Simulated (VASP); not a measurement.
Here is a VASP 6.6.1 calculation.

Contents of POSCAR:

```
CdS
1.0
    0.0000000000      2.9392138847      2.9392138847
    2.9392138847      0.0000000000      2.9392138847
    2.9392138847      2.9392138847      0.0000000000
Cd S
1 1
Direct
    0.0000000000      0.0000000000      0.0000000000
    0.2500000000      0.2500000000      0.2500000000
```

The input INCAR.step1:

```
  ALGO = Normal
  EDIFF = 1E-4
  ENCUT = 520
  GGA = PE
  ISMEAR = 0
  LASPH = T
  LCHARG = F
  LREAL = F
  LWAVE = T
  NBANDS = 16
  NELM = 60
  PREC = Accurate
  SIGMA = 0.01
```

The input INCAR.step2:

```
  ALGO = Normal
  EDIFF = 1E-7
  ENCUT = 520
  ISIF = 2
  ISMEAR = 0
  ISTART = 1
  LASPH = T
  LCHARG = F
  LMIXTAU = T
  LREAL = F
  LWAVE = F
  METAGGA = R2SCAN
  NBANDS = 16
  NELM = 60
  PREC = Accurate
  SIGMA = 0.01
```

The input KPOINTS:

```
k-points
0
Gamma
  6 6 6
```

Potentials or basis: VASP PAW PBE potentials, release 64 (Cd, S).

The run is started by

```sh
$ cat potpaw_PBE.64/Cd/POTCAR potpaw_PBE.64/S/POTCAR > POTCAR
$ cp INCAR.step1 INCAR
$ mpirun -np 1 vasp_std > vasp.out
$ cp INCAR.step2 INCAR
$ mpirun -np 1 vasp_std > vasp.out
```

Task: Predict the pressure.

Result: 0.3 GPa.

Task: What does it give for the band gap on the k mesh?

Result: 1.54 eV, direct.

Caveat: the PAW data sets were made with another functional, which shifts forces and pressure a little. r2SCAN opens gaps a little over a GGA but as a rule still falls short of measured ones.
